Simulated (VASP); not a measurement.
A run of VASP 6.6.1 is set up as follows.

File INCAR:

```
SYSTEM = TaB3Mo2
PREC = Accurate
ENCUT = 520
EDIFF = 1E-7
ISMEAR = 0
SIGMA = 0.1
LREAL = .False.
LASPH = .True.
NELM = 60
ALGO = Normal
ISIF = 2
LWAVE = .False.
LCHARG = .False.
GGA = PE
NBANDS = 33
```

Contents of KPOINTS:

```
Automatic mesh
0
Gamma
  6 6 4
  0 0 0
```

File POSCAR:

```
TaB3Mo2
1.0
    3.5304189600      0.0000000000      0.0000000000
   -1.7652094800      3.0574325100      0.0000000000
    0.0000000000      0.0000000000      5.9150089100
Ta B Mo
1 3 2
Direct
    0.0000000000      0.0000000000      0.0000000000
    0.6666666700      0.3333333300      0.3462188200
    0.3333333300      0.6666666700      0.6537811800
    0.0000000000      0.0000000000      0.5000000000
    0.6666666700      0.3333333300      0.7006975400
    0.3333333300      0.6666666700      0.2993024600
```

Potentials or basis: VASP PAW PBE potentials, release 64 (Ta_pv, B, Mo_sv).

Command:

```bash
$ cat potpaw_PBE.64/Ta_pv/POTCAR potpaw_PBE.64/B/POTCAR potpaw_PBE.64/Mo_sv/POTCAR > POTCAR
$ mpirun -np 1 vasp_std > vasp.out
```

Task: Predict the pressure.

Result: 37.4 GPa.

Task: What does it give for the largest force?

Result: 2.628 eV/Å.

Task: What does it give for the band gap on the k mesh?

Result: Zero (bands 24 and 25 overlap by 0.90 eV).

Forces in eV/Å, atoms in the order of the input:
```
Ta   0.000  0.000  0.000
B    0.000  0.000 -2.628
B    0.000  0.000  2.628
B    0.000  0.000  0.000
Mo   0.000  0.000 -0.872
Mo   0.000  0.000  0.872
```

Caveat: the stress differs along the axes, from 28 to 42 GPa; spin-orbit coupling is left out, which moves the levels of the heavy elements; forces of over 1 eV/Å act on the atoms, so gaps and moduli don't describe the material at rest.
